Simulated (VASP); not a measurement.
Li, 1 atom in the cell. Symmetry: I4/mmm, No. 139, tetragonal system. Conventional cell: a = 3.059 Å, b = 3.059 Å, c = 4.309 Å, α = 90.00°, β = 90.00°, γ = 90.00°. Li (site symmetry 4/mmm) has 12 Li at 3.05 to 3.06 Å within 4.0 Å. 

| Quantity | Value |
| --- | --- |
| Program | VASP 6.6.1 |
| Task | single point |
| Functional | PBE |
| Potentials or basis | VASP PAW PBE potentials, release 64 (Li_sv) |
| Cutoff | 520 eV |
| k mesh | 18 × 18 × 18 |
| Occupations | gaussian, width 0.1 eV |
| Spin | no spin polarisation |
| Dipole correction | no |
| Further INCAR settings | ALGO = Fast; EDIFF = 1e-06; NBANDS = 8 |

Potentials or basis: VASP PAW PBE potentials, release 64 (Li_sv).

Command:

```console
$ cat potpaw_PBE.64/Li_sv/POTCAR > POTCAR
$ mpirun -np 1 vasp_std > vasp.out
```

Hardware: 1 thread of Intel(R) Xeon(R) 6975P-C (Granite Rapids) (shared host).

Question: How long does it take, and how much memory?

Answer: It took 24 s on 1 thread of Intel(R) Xeon(R) 6975P-C (Granite Rapids), on a shared host, peak memory 0.17 GiB. Counts: scf iterations 13, k points 480.
